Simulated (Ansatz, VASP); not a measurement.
# KTaO3 in VASP and in Ansatz

POSCAR

```
KTaO3
1.0
    3.9239613299      0.0000000000      0.0000000000
    0.0000000000      3.9239613299      0.0000000000
    0.0000000000      0.0000000000      4.1201593964
K Ta O
1 1 3
Direct
    0.5000000000      0.5000000000      0.5000000000
    0.0000000000      0.0000000000      0.0000000000
    0.5000000000      0.0000000000      0.0000000000
    0.0000000000      0.5000000000      0.0000000000
    0.0000000000      0.0000000000      0.5000000000
```

File INCAR.step1:

```
  PREC = Accurate
  ENCUT = 660
  ISMEAR = 0
  SIGMA = 0.05
  LREAL = F
  LASPH = T
  NELM = 120
  NBANDS = 28
  GGA = PE
  ALGO = Normal
  EDIFF = 1E-5
  LWAVE = T
  LCHARG = F
  GGA_COMPAT = F
```

Contents of INCAR.step2:

```
  PREC = Accurate
  ENCUT = 660
  EDIFF = 1E-6
  ISMEAR = 0
  SIGMA = 0.05
  LREAL = F
  LASPH = T
  NELM = 120
  ALGO = Normal
  ISIF = 2
  LWAVE = F
  LCHARG = F
  METAGGA = R2SCAN
  LMIXTAU = T
  NBANDS = 28
  ISTART = 1
  GGA_COMPAT = F
```

The input KPOINTS:

```
regular mesh
0
Gamma
  6 6 6
```

Input for Ansatz:

```yaml
crystal:
  lattice:
    - [3.9239613299, 0.0, 0.0]
    - [0.0, 3.9239613299, 0.0]
    - [0.0, 0.0, 4.1201593964]
  atoms:
    - { symbol: K, position: [0.5, 0.5, 0.5] }
    - { symbol: Ta, position: [0.0, 0.0, 0.0] }
    - { symbol: O, position: [0.5, 0.0, 0.0] }
    - { symbol: O, position: [0.0, 0.5, 0.0] }
    - { symbol: O, position: [0.0, 0.0, 0.5] }
basis:
  ecutwfc: 500
kpoints:
  mp_grid: { grid: [6, 6, 6] }
hamiltonian:
  xc: r2scan
scf:
  occupations: { method: gaussian, width: 0.05 }
output:
  forces: true
  stress: true
  eigenvalues: true
```

Alike in both runs: task single point; functional r2SCAN; k mesh 6 × 6 × 6; occupations gaussian, width 0.05 eV; no spin polarisation.

```csv
,VASP,Ansatz
version,VASP 6.6.1,Ansatz 0.2.0
potentials or method,"VASP PAW PBE potentials, release 64 (K_sv, Ta_sv_GW, O), cutoff 660 eV","scalar-relativistic, plane waves, PAW"
valence electrons in the cell,40,40
```

Ansatz gave:

```
gap on the k mesh at the Fermi level (eV)                     : 2.56
least direct gap on the mesh (eV)                             : 3.16
pressure (GPa)                                                : 1.2
traceless stress, the component that is largest in VASP (GPa) : -11.68
```

**Question.** Estimate VASP's values.

**Answer.** gap on the k mesh at the Fermi level (eV): 2.55; least direct gap on the mesh (eV): 3.16; pressure (GPa): 1.2; traceless stress, the component that is largest in VASP (GPa): -11.84.

VASP's potentials were made for PBE, not for r2SCAN. With one functional, cell and mesh, what is left measures potentials, basis and numerics.

Neither program's run includes spin-orbit coupling.
